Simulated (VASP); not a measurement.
Runs of VASP 6.6.1 on BAs. The structure is that of space group I-4m2 (No. 119), or close to it. The cells are those of the table. 

```tsv
cell	k mesh	smearing	gap on the mesh (eV)	pressure (GPa)
a = 3.411, b = 3.411, c = 3.484 Å, angles 59.3, 59.3, 61.4°, 2 atoms	10 × 10 × 10	fermi-dirac 0.02 eV	0.60	-3.1
a = 3.411, b = 3.411, c = 3.484 Å, angles 59.3, 59.3, 61.4°, 2 atoms	6 × 6 × 6	gaussian 0.01 eV	0.70	-3.1
a = 3.420, b = 3.420, c = 3.518 Å, angles 59.1, 59.1, 61.9°, 2 atoms	6 × 6 × 6	gaussian 0.01 eV	(a)	-4.8
a = 3.420, b = 3.420, c = 3.518 Å, angles 59.1, 59.1, 61.9°, 2 atoms	10 × 10 × 10	fermi-dirac 0.02 eV	0.43	-4.8
```

Alike in all rows: task single point; level PBE; potentials or basis VASP PAW PBE potentials, release 64 (B, As); no spin polarisation; cutoff (eV) 520.

Task: Fill in the values left out.

Result: (a) 0.52.

A k mesh can miss the band edges, and the runs leave out spin-orbit coupling on As.
